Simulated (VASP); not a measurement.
Li, 17 atoms in the cell. The cell holds a slab with vacuum, 17 atoms: a = 6.980 Å, b = 6.045 Å, c = 20.403 Å, α = 90.00°, β = 90.00°, γ = 54.74°. 

| Quantity | Value |
| --- | --- |
| Program | VASP 6.6.1 |
| Task | single point |
| Functional | PBE |
| Potentials or basis | VASP PAW PBE potentials, release 64 (Li_sv) |
| Cutoff | 520 eV |
| k mesh | 3 × 3 × 1 |
| Occupations | fermi-dirac, width 0.05 eV |
| Spin | no spin polarisation |
| Dipole correction | no |
| Further INCAR settings | LREAL = Auto; ALGO = Normal; EDIFF = 1e-07; NBANDS = 40 |

Potentials or basis: VASP PAW PBE potentials, release 64 (Li_sv).

Command:

```sh
$ cat potpaw_PBE.64/Li_sv/POTCAR > POTCAR
$ mpirun -np 1 vasp_std > vasp.out
```

Hardware: 1 thread of Oxide Virtual Turin-like Processor, on a shared host.

Q: Estimate the wall time of this run.

A: Run time: 5.2 min on 1 thread of Oxide Virtual Turin-like Processor (shared host), peak memory 0.71 GiB. Counts: scf iterations 21, k points 5.
